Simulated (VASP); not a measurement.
# Hf (P6_3/mmc) in VASP: a series of runs

The runs below take Hf through single point, with PBE.

Everything below comes from runs of VASP 6.6.1. Logs are shortened: lines on timing, memory, paths and dates and some standing lists are left out, and cuts for length are marked.

## Step 1: The cell of the first run

It takes space group P6_3/mmc (No. 194, hexagonal). Conventional cell: a = 3.293 Å, b = 3.293 Å, c = 5.058 Å, α = 90.00°, β = 90.00°, γ = 120.00°. Within 4.2 Å of Hf (site symmetry -6m2) lie 12 Hf at 3.16 to 3.29 Å.

## Step 2: Single point, PBE (strain +0.030 along x and y, +0.000 along z)

INCAR reads:

```
  ALGO = Fast
  EDIFF = 1E-6
  ENCUT = 520
  GGA = PE
  ISIF = 2
  ISMEAR = 0
  LASPH = T
  LCHARG = F
  LREAL = F
  LWAVE = F
  NBANDS = 17
  NELM = 100
  PREC = Accurate
  SIGMA = 0.15
```

KPOINTS reads:

```
k-points
0
Gamma
  18 18 10
```

POSCAR reads:

```
Hf
1.0
    3.2925994799      0.0000000000      0.0000000000
   -1.6462997400      2.8514747941      0.0000000000
    0.0000000000      0.0000000000      5.0578000000
Hf
2
Direct
    0.3333333333      0.6666666667      0.2500000000
    0.6666666667      0.3333333333      0.7500000000
```

Potentials or basis: VASP PAW PBE potentials, release 64 (Hf_pv).

Launch:

```
$ cat potpaw_PBE.64/Hf_pv/POTCAR > POTCAR
$ mpirun -np 1 vasp_std > vasp.out
```

OUTCAR:

```text
EDIFF = 1E-6
   ENCUT = 520
   GGA = PE
   ISIF = 2
   ISMEAR = 0
   LASPH = T
   LREAL = F
   NELM = 100
   PREC = Accurate

 ion  position               nearest neighbor table
   1  0.333  0.667  0.250-   2 3.16   2 3.16   2 3.16   2 3.16   2 3.16   2 3.16
   2  0.667  0.333  0.750-   1 3.16   1 3.16   1 3.16   1 3.16   1 3.16   1 3.16

  LATTYP: Found a hexagonal cell.
 ALAT       =     3.2925994799
 C/A-ratio  =     1.5361115225

  Lattice vectors:

 A1 = (   3.2925994799,   0.0000000000,   0.0000000000)
 A2 = (  -1.6462997400,   2.8514747941,   0.0000000000)
 A3 = (   0.0000000000,   0.0000000000,   5.0578000000)

Analysis of symmetry for initial positions (statically):
=====================================================================
 Subroutine PRICEL returns:
 Original cell was already a primitive cell.

 Routine SETGRP: Setting up the symmetry group for a
 hexagonal supercell.

 Subroutine GETGRP returns: Found 24 space group operations
 (whereof 12 operations were pure point group operations)
 out of a pool of 24 trial point group operations.

The static configuration has the point symmetry D_3d.
 The point group associated with its full space group is D_6h.

Analysis of symmetry for dynamics (positions and initial velocities):
=====================================================================
 Subroutine PRICEL returns:
 Original cell was already a primitive cell.

 Routine SETGRP: Setting up the symmetry group for a
 hexagonal supercell.

 Subroutine GETGRP returns: Found 24 space group operations
 (whereof 12 operations were pure point group operations)
 out of a pool of 24 trial point group operations.

The dynamic configuration has the point symmetry D_3d.
 The point group associated with its full space group is D_6h.

 Subroutine INISYM returns: Found 24 space group operations
 (whereof 12 operations are pure point group operations),
 and found     1 'primitive' translations

----------------------------------------------------------------------------------------

                                     Primitive cell

  volume of cell :      47.4865

  direct lattice vectors                    reciprocal lattice vectors
     3.292599480  0.000000000  0.000000000     0.303711401  0.175347859  0.000000000
    -1.646299740  2.851474794  0.000000000     0.000000000  0.350695718  0.000000000
     0.000000000  0.000000000  5.057800000     0.000000000  0.000000000  0.197714421

  length of vectors
     3.292599480  3.292599480  5.057800000     0.350695718  0.350695718  0.197714421

  position of ions in fractional coordinates (direct lattice)
     0.333333333  0.666666667  0.250000000
     0.666666667  0.333333333  0.750000000

  ion indices of the primitive-cell ions
   primitive index   ion index
                 1           1
                 2           2

----------------------------------------------------------------------------------------

 KPOINTS: k-points

Automatic generation of k-mesh.
 Grid dimensions read from file:
 generate k-points for:   18   18   10

 Generating k-lattice:

  Cartesian coordinates                     Fractional coordinates (reciprocal lattice)
     0.016872856  0.009741548  0.000000000     0.055555556  0.000000000  0.000000000
     0.000000000  0.019483095  0.000000000     0.000000000  0.055555556  0.000000000
     0.000000000  0.000000000  0.019771442     0.000000000  0.000000000  0.100000000

  Length of vectors
     0.019483095  0.019483095  0.019771442

  Shift w.r.t. Gamma in fractional coordinates (k-lattice)
     0.000000000  0.000000000  0.000000000

 Subroutine IBZKPT returns following result:
 ===========================================

 Found    222 irreducible k-points:

 Following reciprocal coordinates:
            Coordinates               Weight
  0.000000  0.000000  0.000000      1.000000
  0.055556  0.000000  0.000000      6.000000
  0.111111  0.000000  0.000000      6.000000
  0.166667  0.000000  0.000000      6.000000
  0.222222  0.000000  0.000000      6.000000
  0.277778  0.000000  0.000000      6.000000
[... 16 lines left out ...]
  0.333333  0.111111  0.000000     12.000000
  0.388889  0.111111  0.000000     12.000000
 [... further k-points ...]
   k-points           NKPTS =    222   k-points in BZ     NKDIM =    222   number of bands    NBANDS=     17
   number of dos      NEDOS =    301   number of ions     NIONS =      2
   total plane-waves  NPLWV =  23040
   dimension x,y,z NGX =    24 NGY =   24 NGZ =   40
   dimension x,y,z NGXF=    48 NGYF=   48 NGZF=   80
   ions per type =               2
   NGX,Y,Z   is equivalent  to a cutoff of  12.12, 12.12, 13.15 a.u.
   NGXF,Y,Z  is equivalent  to a cutoff of  24.24, 24.24, 26.30 a.u.
 SYSTEM =  unknown system
   PREC   = accura    normal or accurate (medium, high low for compatibility)
   ISTART =      0    job   : 0-new  1-cont  2-samecut
   ICHARG =      2    charge: 1-file 2-atom 10-const
[... 29 lines left out ...]
  Thomas-Fermi vector in A             =   2.362116
   LORBIT       =      0    0 simple, 1 ext, 2 COOP (PROOUT), +10 PAW based schemes
   GGA     = PE    functional components
   LHFCALC =     F    Hartree Fock is set to
   AEXX    =    0.0000 exact exchange contribution
   IVDW    =     0    specifies the selected vdW correction
   LEPSILON=     F    determine dielectric tensor
   LRPA    =     F    only Hartree local field effects (RPA)
 non-spin polarized calculation
 RMM-DIIS sequential band-by-band and
 Gauss-broadening in eV      SIGMA  =   0.15
  energy-cutoff  :      520.00
  volume of cell :       47.49
 maximum number of plane-waves:      1302
   NGX = 13   NGY = 13   NGZ = 19

 number of electron      19.9999996 magnetization

 Free energy of the ion-electron system (eV)
  ---------------------------------------------------
  ext. energy  EPLUGINS =         0.00000000
  ---------------------------------------------------
  free energy    TOTEN  =       -19.80479151 eV

  energy without entropy =      -19.78825172  energy(sigma->0) =      -19.79652161

 E-fermi :   4.5271     XC(G=0): -11.0147

 val. band max:        4.5250249620   @ k =   0.3333   0.1667   0.5000
 cond. band min:       4.5273504595   @ k =   0.1667   0.0000   0.1000
 fundamental gap:      0.0023254976
 Fermi energy:         4.5271388711

 k-point     1 :       0.0000    0.0000    0.0000
  band No.  band energies     occupation
      1     -26.6545      2.00000
      2     -26.0447      2.00000
      3     -26.0447      2.00000
      4     -25.9215      2.00000
      5     -25.9215      2.00000
      6     -25.9017      2.00000
[... 9 lines left out ...]
     16       6.8053      0.00000
     17       9.4913      0.00000

 k-point     2 :       0.0556    0.0000    0.0000
  band No.  band energies     occupation
      1     -26.6478      2.00000
      2     -26.0572      2.00000
      3     -26.0493      2.00000
      4     -25.9349      2.00000
      5     -25.9230      2.00000
      6     -25.9052      2.00000
[... 9 lines left out ...]
     16       6.7233      0.00000
     17       9.5857      0.00000

 k-point     3 :       0.1111    0.0000    0.0000
  band No.  band energies     occupation
      1     -26.6283      2.00000
      2     -26.0931      2.00000
      3     -26.0621      2.00000
      4     -25.9730      2.00000
      5     -25.9274      2.00000
      6     -25.9159      2.00000
[... 9 lines left out ...]
     16       6.7360      0.00000
     17       9.8106      0.00000

 k-point     4 :       0.1667    0.0000    0.0000
  band No.  band energies     occupation
      1     -26.5971      2.00000
      2     -26.1482      2.00000
      3     -26.0813      2.00000
      4     -26.0303      2.00000
      5     -25.9345      2.00000
      6     -25.9335      2.00000
[... 9 lines left out ...]
     16       7.0943      0.00000
     17       9.9660      0.00000
[... 343 lines left out ...]
      1     -26.4408      2.00000
      2     -26.3492      2.00000
      3     -26.2598      2.00000
      4     -26.1480      2.00000
      5     -26.0340      2.00000
      6     -25.9936      2.00000
[... 9 lines left out ...]
     16       9.3321      0.00000
     17      10.3751      0.00000

 k-point    23 :       0.3333    0.1111    0.0000
  band No.  band energies     occupation
      1     -26.4021      2.00000
      2     -26.3907      2.00000
      3     -26.2904      2.00000
      4     -26.1789      2.00000
      5     -26.0711      2.00000
      6     -26.0047      2.00000
[... 9 lines left out ...]
     16      10.0275      0.00000
     17      10.4476      0.00000

 k-point    24 :       0.3889    0.1111    0.0000
  band No.  band energies     occupation
      1     -26.4365      2.00000
      2     -26.3500      2.00000
      3     -26.3102      2.00000
      4     -26.1989      2.00000
      5     -26.1033      2.00000
      6     -26.0119      2.00000
[... 9 lines left out ...]
     16      10.4886      0.00000
     17      10.6377      0.00000

 [... further k-points ...]

------------------------ aborting loop because EDIFF is reached ----------------------------------------

  FORCE on cell =-STRESS in cart. coord.  units (eV):
  Direction    XX          YY          ZZ          XY          YZ          ZX
  --------------------------------------------------------------------------------------
  -------------------------------------------------------------------------------------
  Total       -1.8997381     -1.8997381     -1.0249216      0.0000000     -0.0000000      0.0000000
  in kB      -64.0964863    -64.0964863    -34.5804900      0.0000000     -0.0000000      0.0000000
  external PRESSURE =     -54.2578209 kB  Pullay stress =       0.0000000 kB

 VOLUME and BASIS-vectors are now :
 -----------------------------------------------------------------------------
  energy-cutoff  :      520.00
  volume of cell :       47.49
      direct lattice vectors                 reciprocal lattice vectors
     3.292599480  0.000000000  0.000000000     0.303711401  0.175347859  0.000000000
    -1.646299740  2.851474794  0.000000000     0.000000000  0.350695718  0.000000000
     0.000000000  0.000000000  5.057800000     0.000000000  0.000000000  0.197714421

 POSITION                                       TOTAL-FORCE (eV/Angst)
 -----------------------------------------------------------------------------------
     -0.00000      1.90098      1.26445        -0.000000      0.000000      0.000000
      1.64630      0.95049      3.79335         0.000000     -0.000000      0.000000
 -----------------------------------------------------------------------------------
    total drift:                                0.000000     -0.000000      0.000000

  FREE ENERGIE OF THE ION-ELECTRON SYSTEM (eV)
  ---------------------------------------------------
  free  energy   TOTEN  =       -19.8047915077 eV

  energy  without entropy=      -19.7882517196  energy(sigma->0) =      -19.79652161
```

It took 62 s on 1 thread of Intel Xeon 6975P-C (Granite Rapids), shared host; peak memory 0.26 GiB.

Results:

```
Free energy            : -19.8048 eV
Pressure               : -5.4 GPa
Band gap on the k mesh : zero (bands 10 and 11 overlap by 1.56 eV)
```

Levels at points of the mesh, in eV from the Fermi level:
```tsv
k point	band 8	band 9	band 10	band 11	band 12	band 13
(0.00, 0.00, 0.00)	-3.47	0.68	1.09	1.09	1.66	1.91
(0.50, 0.00, 0.00)	-2.55	-2.02	-1.00	0.60	0.93	1.73
(0.00, 0.00, 0.50)	-5.23	0.29	0.29	0.92	0.92	0.92
(0.50, 0.00, 0.50)	-3.24	-0.84	-0.84	0.98	0.98	2.38
```

Caveat: the cell differs from its parent crystal (strain +0.030 along x and y, +0.000 along z); the cell stands under tension; spin-orbit coupling is left out, which moves the levels of the heavy elements.

[end of part 1 of 2]
